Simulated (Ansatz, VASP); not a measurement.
CoW3: VASP beside Ansatz

Contents of INCAR:

```
ALGO = Fast
EDIFF = 1E-7
ENCUT = 520
GGA = PS
ISIF = 2
ISMEAR = 0
LASPH = T
LCHARG = F
LREAL = F
LWAVE = F
NBANDS = 34
NELM = 60
PREC = Accurate
SIGMA = 0.1
```

File KPOINTS:

```
k-points
0
Gamma
  12 12 12
```

The input POSCAR:

```
CoW3
1.0
    0.0000000000      3.0305645274      3.0305645274
    3.0305645274      0.0000000000      3.0305645274
    3.0305645274      3.0305645274      0.0000000000
W Co
3 1
Direct
    0.2500000000      0.2500000000      0.2500000000
    0.7500000000      0.7500000000      0.7500000000
    0.5000000000      0.5000000000      0.5000000000
    0.0000000000      0.0000000000      0.0000000000
```

Input for Ansatz:

```yaml
crystal:
  lattice:
    - [0.0, 3.0305645274, 3.0305645274]
    - [3.0305645274, 0.0, 3.0305645274]
    - [3.0305645274, 3.0305645274, 0.0]
  atoms:
    - { symbol: W, position: [0.25, 0.25, 0.25] }
    - { symbol: W, position: [0.75, 0.75, 0.75] }
    - { symbol: W, position: [0.5, 0.5, 0.5] }
    - { symbol: Co, position: [0.0, 0.0, 0.0] }
basis:
  ecutwfc: 420
kpoints:
  mp_grid: { grid: [12, 12, 12] }
hamiltonian:
  xc: pbesol
scf:
  occupations: { method: gaussian, width: 0.1 }
  lower_state_search: "off"
output:
  forces: true
  stress: true
  eigenvalues: true
```

Alike in both runs: task single point; functional PBEsol; k mesh 12 × 12 × 12; occupations gaussian, width 0.1 eV; no spin polarisation.

|  | VASP | Ansatz |
| --- | --- | --- |
| version | VASP 6.6.1 | Ansatz 0.2.0 |
| potentials or method | VASP PAW PBE potentials, release 64 (W_sv, Co), cutoff 520 eV | scalar-relativistic, plane waves, PAW |
| valence electrons in the cell | 51 | 59 |

```tsv
	VASP	Ansatz	Ansatz less VASP
gap on the k mesh at the Fermi level (eV)	none	none	-
pressure (GPa)	12.2	11.5	-0.73
```

VASP's potentials were made for PBE, not for PBEsol. A gap of «none» marks a metal or a gap that the smearing closes. The functional is the same, so the differences come from potentials, cutoffs and numerics. VASP's potentials hold 51 valence electrons a cell and Ansatz's 59, so a difference there can come from the potentials and not from the codes.

Spin-orbit coupling is off throughout.
